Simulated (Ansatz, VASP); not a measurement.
## Two plane-wave programs on Cu3O2

Contents of POSCAR:

```
Cu3O2
1.0
   -2.0229820000      2.0229820000      3.6736170000
    2.0229820000     -2.0229820000      3.6736170000
    2.0229820000      2.0229820000     -3.6736170000
Cu O
3 2
Direct
    0.0000000000      0.0000000000      0.0000000000
    0.7500000000      0.2500000000      0.5000000000
    0.2500000000      0.7500000000      0.5000000000
    0.5000000000      0.0000000000      0.5000000000
    0.0000000000      0.5000000000      0.5000000000
```

File INCAR.step1:

```
PREC = Accurate
ENCUT = 520
ISMEAR = -1
SIGMA = 0.05
LREAL = False
LASPH = True
NELM = 60
NBANDS = 30
GGA = PE
ALGO = Normal
EDIFF = 1E-4
LWAVE = True
LCHARG = False
```

INCAR.step2

```
PREC = Accurate
ENCUT = 520
EDIFF = 1E-6
ISMEAR = -1
SIGMA = 0.05
LREAL = False
LASPH = True
NELM = 60
ALGO = Normal
ISIF = 2
LWAVE = False
LCHARG = False
METAGGA = R2SCAN
LMIXTAU = True
NBANDS = 30
ISTART = 1
```

The input KPOINTS:

```
Automatic mesh
0
Gamma
  9 9 9
```

File input.yaml:

```yaml
crystal:
  lattice:
    - [-2.022982, 2.022982, 3.673617]
    - [2.022982, -2.022982, 3.673617]
    - [2.022982, 2.022982, -3.673617]
  atoms:
    - { symbol: Cu, position: [0.0, 0.0, 0.0] }
    - { symbol: Cu, position: [0.75, 0.25, 0.5] }
    - { symbol: Cu, position: [0.25, 0.75, 0.5] }
    - { symbol: O, position: [0.5, 0.0, 0.5] }
    - { symbol: O, position: [0.0, 0.5, 0.5] }
hamiltonian:
  xc: r2scan
  pseudopotentials: { kind: paw }
kpoints:
  mp_grid: { grid: [9, 9, 9] }
  band_path:
    path:
      - [[0.0, 0.0, 0.0], [0.5, -0.5, 0.0], [0.5, -0.5, 0.1516234203], [0.3258117102, -0.3258117102, 0.3258117102], [0.0, 0.0, 0.0], [0.5, 0.5, -0.5], [0.6741882898, 0.3258117102, -0.3258117102], [0.5, 0.0, 0.0], [0.75, -0.25, -0.25], [0.8483765797, 0.1516234203, -0.5], [0.5, 0.5, -0.5]]
      - [[0.5, -0.5, 0.0], [0.75, -0.25, -0.25]]
    npoints: 14
scf:
  occupations: { method: fermi_dirac, width: 0.05 }
  n_extra_bands: 12
output:
  forces: true
  stress: true
  eigenvalues: true
  fatbands: false
```

Alike in both runs: functional r2SCAN; k mesh 9 × 9 × 9; occupations fermi-dirac, width 0.05 eV; no spin polarisation.

|  | VASP | Ansatz |
| --- | --- | --- |
| version | VASP 6.6.1 | Ansatz 0.2.0 |
| potentials or method | VASP PAW PBE potentials, release 64 (Cu, O) | Ansatz PAW |
| plane-wave cutoff (eV) | 520 | 500 |
| valence electrons in the cell | 45 | 69 |
| task | single point | band structure |

```tsv
	VASP	Ansatz	Ansatz less VASP
gap on the k mesh at the Fermi level (eV)	none	none	-
pressure (GPa)	-3.7	-4.6	-0.99
traceless stress, the component that is largest in VASP (GPa)	-0.97	-2.07	-1.097
```

VASP's potentials were made for PBE, not for r2SCAN. A gap of «none» marks a metal or a gap that the smearing closes. With one functional, cell and mesh, what is left measures potentials, basis and numerics. VASP's potentials hold 45 valence electrons a cell and Ansatz's 69, so a difference there can come from the potentials and not from the codes.
